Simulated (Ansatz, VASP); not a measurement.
Be3V in VASP and in Ansatz

The input INCAR:

```
  PREC = Accurate
  ENCUT = 600
  EDIFF = 1E-7
  ISMEAR = 0
  SIGMA = 0.1
  LREAL = F
  LASPH = T
  NELM = 150
  ALGO = Normal
  ISIF = 3
  LWAVE = F
  LCHARG = F
  ISPIN = 2
  MAGMOM = 0 0 0 0 0 0 2 2
  LORBIT = 11
  LMAXMIX = 4
  GGA = PE
  IBRION = 2
  NSW = 90
  EDIFFG = -0.04
```

Contents of KPOINTS:

```
Automatic mesh
0
Gamma
  4 4 4
```

POSCAR

```
Be3V
1.0
    0.0000000000      3.5477505730      3.5477505730
    3.5477505730      0.0000000000      3.5477505730
    3.5477505730      3.5477505730      0.0000000000
Be V
6 2
Direct
    0.6666666667      0.3333333333      0.3333333333
    0.3333333333      0.6666666667      0.6666666667
    0.6666666667      0.3333333333      0.6666666667
    0.3333333333      0.6666666667      0.3333333333
    0.6666666667      0.6666666667      0.3333333333
    0.3333333333      0.3333333333      0.6666666667
    0.2500000000      0.2500000000      0.2500000000
    0.7500000000      0.7500000000      0.7500000000
```

Input for Ansatz:

```yaml
crystal:
  lattice:
    - [0.0, 3.547750573, 3.547750573]
    - [3.547750573, 0.0, 3.547750573]
    - [3.547750573, 3.547750573, 0.0]
  atoms:
    - { symbol: Be, position: [0.6666666667, 0.3333333333, 0.3333333333] }
    - { symbol: Be, position: [0.3333333333, 0.6666666667, 0.6666666667] }
    - { symbol: Be, position: [0.6666666667, 0.3333333333, 0.6666666667] }
    - { symbol: Be, position: [0.3333333333, 0.6666666667, 0.3333333333] }
    - { symbol: Be, position: [0.6666666667, 0.6666666667, 0.3333333333] }
    - { symbol: Be, position: [0.3333333333, 0.3333333333, 0.6666666667] }
    - { symbol: V, position: [0.25, 0.25, 0.25], spin: 2.0 }
    - { symbol: V, position: [0.75, 0.75, 0.75], spin: 2.0 }
basis:
  ecutwfc: 420
kpoints:
  mp_grid: { grid: [4, 4, 4] }
hamiltonian:
  xc: pbe
scf:
  occupations: { method: gaussian, width: 0.1 }
  lower_state_search: "off"
output:
  forces: true
  stress: true
  eigenvalues: true
  populations: true
magnetization:
  spin_polarized: true
relax:
  adjacent_minimum: "off"
  f_tol: 0.04
  max_steps: 70
  cell: { stress_tol: 0.4 }
```

Alike in both runs: task relaxation of cell and atoms; functional PBE; k mesh 4 × 4 × 4; occupations gaussian, width 0.1 eV; collinear spin.

|  | VASP | Ansatz |
| --- | --- | --- |
| version | VASP 6.6.1 | Ansatz 0.2.0 |
| potentials or method | VASP PAW PBE potentials, release 64 (Be, V_sv), cutoff 600 eV | scalar-relativistic, plane waves, PAW |
| valence electrons in the cell | 38 | 38 |

Ansatz gave:

```
gap on the k mesh at the Fermi level, each at its own relaxed structure (eV) : none
net moment per atom (μB)                                                     : 0.00
relaxed volume (Å³/atom)                                                     : 9.51
relaxed length of the cell vector where the two differ most in proportion (Å)              : 4.757
```

Question: Which values does VASP return?

Answer: gap on the k mesh at the Fermi level, each at its own relaxed structure (eV): none; net moment per atom (μB): 0.00; relaxed volume (Å³/atom): 9.51; relaxed length of the cell vector where the two differ most in proportion (Å): 4.756.

A gap of «none» marks a metal or a gap that the smearing closes. Ansatz's warnings: seeded moment not kept.

The k mesh is coarse, so the values compare programs but aren't converged.
